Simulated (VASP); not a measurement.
Here is a VASP 6.6.1 calculation.

The input INCAR:

```
SYSTEM = LuSe
PREC = Accurate
ENCUT = 520
EDIFF = 1E-7
ISMEAR = 0
SIGMA = 0.15
LREAL = .False.
LASPH = .True.
NELM = 60
ALGO = Normal
ISIF = 2
LWAVE = .False.
LCHARG = .False.
GGA = PS
NBANDS = 22
```

KPOINTS

```
Automatic mesh
0
Gamma
  16 16 16
  0 0 0
```

The input POSCAR:

```
LuSe
1.0
    0.0000000000      2.8242786683      2.8242786683
    2.8242786683      0.0000000000      2.8242786683
    2.8242786683      2.8242786683      0.0000000000
Lu Se
1 1
Direct
    0.5000000000      0.5000000000      0.5000000000
    0.0000000000      0.0000000000      0.0000000000
```

Potentials or basis: VASP PAW PBE potentials, release 64 (Lu, Se).

The run is started by

```console
$ cat potpaw_PBE.64/Lu/POTCAR potpaw_PBE.64/Se/POTCAR > POTCAR
$ mpirun -np 1 vasp_std > vasp.out
```

Task: Estimate the pressure.

Result: -3.9 GPa.

Caveat: the PAW data sets were made with another functional, which shifts forces and pressure a little.
